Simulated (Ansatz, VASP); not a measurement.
## One calculation of MgO2, two programs

Contents of INCAR:

```
SYSTEM = MgO2
PREC = Accurate
ENCUT = 840
EDIFF = 1E-6
ISMEAR = 0
SIGMA = 0.05
LREAL = .False.
LASPH = .True.
NELM = 120
ALGO = Normal
ISIF = 2
LWAVE = .False.
LCHARG = .False.
GGA = PS
NBANDS = 18
GGA_COMPAT = .False.
```

File KPOINTS:

```
Automatic mesh
0
Gamma
  12 12 12
  0 0 0
```

The input POSCAR:

```
MgO2
1.0
    1.5806896008      0.9126115665      3.4939788749
   -1.5806896008      0.9126115665      3.4939788749
    0.0000000000     -1.8252231330      3.4939788749
Mg O
1 2
Direct
    0.0000000000      0.0000000000      0.0000000000
    0.4287860000      0.4287860000      0.4287860000
    0.5712140000      0.5712140000      0.5712140000
```

Input for Ansatz:

```yaml
crystal:
  lattice:
    - [1.5806896008, 0.9126115665, 3.4939788749]
    - [-1.5806896008, 0.9126115665, 3.4939788749]
    - [0.0, -1.825223133, 3.4939788749]
  atoms:
    - { symbol: Mg, position: [0.0, 0.0, 0.0] }
    - { symbol: O, position: [0.428786, 0.428786, 0.428786] }
    - { symbol: O, position: [0.571214, 0.571214, 0.571214] }
basis:
  ecutwfc: 420
kpoints:
  mp_grid: { grid: [12, 12, 12] }
hamiltonian:
  xc: pbesol
scf:
  occupations: { method: gaussian, width: 0.05 }
output:
  forces: true
  stress: true
  eigenvalues: true
```

Change from the starting cell: strain -0.015 along x and y, +0.000 along z, atoms carried along.

Alike in both runs: task single point; functional PBEsol; k mesh 12 × 12 × 12; occupations gaussian, width 0.05 eV; no spin polarisation.

|  | VASP | Ansatz |
| --- | --- | --- |
| version | VASP 6.6.1 | Ansatz 0.2.0 |
| potentials or method | VASP PAW PBE potentials, release 64 (Mg_sv, O), cutoff 840 eV | scalar-relativistic, plane waves, PAW |
| valence electrons in the cell | 22 | 22 |

|  | VASP | Ansatz | Ansatz less VASP |
| --- | --- | --- | --- |
| gap on the k mesh at the Fermi level (eV) | 2.16 | 2.19 | +0.026 |
| least direct gap on the mesh (eV) | 2.16 | 2.19 | +0.026 |
| pressure (GPa) | -1.4 | -1.8 | -0.37 |
| traceless stress, the component that is largest in VASP (GPa) | -4.02 | -4.73 | -0.709 |
| rms of the force components (eV/Å) | 0.179 | 0.233 | +0.0537 |

VASP's potentials were made for PBE, not for PBEsol. Atom by atom the forces differ by 0.054 eV/Å (rms over components). With one functional, cell and mesh, what is left measures potentials, basis and numerics.
